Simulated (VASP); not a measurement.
Here is a VASP 6.6.1 calculation.

INCAR

```
ALGO     = Normal         # electronic algorithm
EDIFF    = 1E-6           # SCF threshold, eV
ENCUT    = 520            # plane-wave cutoff, eV
GGA      = PS             # functional
ISIF     = 2              # what is computed and relaxed
ISMEAR   = -1             # smearing method
LASPH    = True           # aspherical terms in the spheres
LCHARG   = False          # write CHGCAR
LREAL    = False          # projectors in reciprocal space
LWAVE    = False          # write WAVECAR
NBANDS   = 36             # bands
NELM     = 60             # most SCF steps
PREC     = Accurate       # precision mode
SIGMA    = 0.03           # smearing width, eV
```

File KPOINTS:

```
k-points
0
Gamma
  9 9 2
```

The input POSCAR:

```
SiC
1.0
    3.0787763097      0.0000000000      0.0000000000
   -1.5393881549      2.6662984968      0.0000000000
    0.0000000000      0.0000000000     15.1078554842
Si C
6 6
Direct
    0.3333333333      0.6666666667      0.8329966730
    0.6666666667      0.3333333333      0.3329966730
    0.6666666667      0.3333333333      0.6665033464
    0.3333333333      0.6666666667      0.1665033464
    0.0000000000      0.0000000000      0.4997165653
    0.0000000000      0.0000000000      0.9997165653
    0.0000000000      0.0000000000      0.8743692102
    0.0000000000      0.0000000000      0.3743692102
    0.3333333333      0.6666666667      0.7080042874
    0.6666666667      0.3333333333      0.2080042874
    0.6666666667      0.3333333333      0.5415109177
    0.3333333333      0.6666666667      0.0415109177
```

Potentials or basis: VASP PAW PBE potentials, release 64 (Si, C).

Run with:

```console
$ cat potpaw_PBE.64/Si/POTCAR potpaw_PBE.64/C/POTCAR > POTCAR
$ mpirun -np 1 vasp_std > vasp.out
```

(1) Predict the band gap on the k mesh.

(2) Predict the pressure.

Answers

(1) 2.00 eV (least direct gap 3.07 eV).

(2) 0.4 GPa.

Caveat: the PAW data sets were made with another functional, which shifts forces and pressure a little; an odd mesh through Γ misses points on the zone boundary, where band edges can lie.
